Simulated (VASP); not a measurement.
Crystal: HfC.

```
CELL_PARAMETERS angstrom
-1.39667 2.49718 1.84734
1.39667 -2.49718 1.84734
1.39667 2.49718 -1.84734
ATOMIC_POSITIONS crystal
Hf 0.98471 0.98471 0.00000
C 0.67945 0.17945 0.50000
```

- Program: VASP 6.6.1
- Task: relaxation of cell and atoms
- Functional: BLYP
- Potentials or basis: VASP PAW PBE potentials, release 64 (Hf_pv, C)
- Cutoff: 600 eV
- k mesh: 12 × 12 × 12
- Occupations: fermi-dirac, width 0.05 eV
- Spin: no spin polarisation

At the start: pressure 75.1 GPa; volume 12.89 Å³/atom.

Q: Where does the relaxation end?

A: Over 21 steps the energy falls by 2185.9 meV/atom and the volume is 12.97 Å³/atom (+0.6 %); space group Imm2 (No. 44, to 0.1 Å) before, Fm-3m (No. 225, to 0.1 Å).

Step by step:
| step | energy change (eV) | largest force (eV/Å) | pressure (GPa) | volume (Å³) |
| --- | --- | --- | --- | --- |
| 1 | 0.0000 | 11.7392 | 75.08 | 25.77 |
| 2 | -0.1660 | 0.7018 | -28.43 | 50.87 |
| 3 | -0.7383 | 0.8519 | -29.82 | 46.61 |
| 4 | -1.2583 | 0.5592 | -31.66 | 43.23 |
| 5 | -3.0046 | 0.4135 | -31.43 | 34.18 |
| 6 | -3.3604 | 0.6352 | -12.64 | 29.89 |
| 7 | -3.3796 | 0.0448 | -20.92 | 31.11 |
| 8 | -3.3887 | 0.1897 | -18.62 | 30.72 |
| 9 | -4.0777 | 0.8285 | 12.50 | 25.33 |
| 10 | -4.1425 | 0.8533 | 2.64 | 26.40 |
| 11 | -4.2678 | 0.7552 | -1.20 | 26.37 |
| 12 | -4.2734 | 0.7165 | -1.70 | 26.35 |
| 13 | -4.3468 | 0.4078 | 0.84 | 25.89 |
| 14 | -4.3543 | 0.1921 | 2.56 | 25.68 |
| 15 | -4.3669 | 0.0900 | -2.65 | 26.26 |
| 16 | -4.3701 | 0.0135 | -1.17 | 26.08 |
| 17 | -4.3711 | 0.0237 | 1.15 | 25.80 |
| 18 | -4.3717 | 0.0198 | 0.26 | 25.91 |
| 19 | -4.3718 | 0.0111 | -0.16 | 25.96 |
| 20 | -4.3718 | 0.0130 | -0.07 | 25.94 |
| 21 | -4.3718 | 0.0064 | 0.02 | 25.93 |

Final structure:
```
Hf C
1.0
    -1.66120    2.34921    1.66133
     1.66120   -2.34921    1.66133
     1.66120    2.34921   -1.66133
Hf C
1 1
Direct
  0.08225 0.08225 0.00000
  0.58191 0.08191 0.50000
```

Caveat: the PAW data sets were made with another functional, which shifts forces and pressure a little.
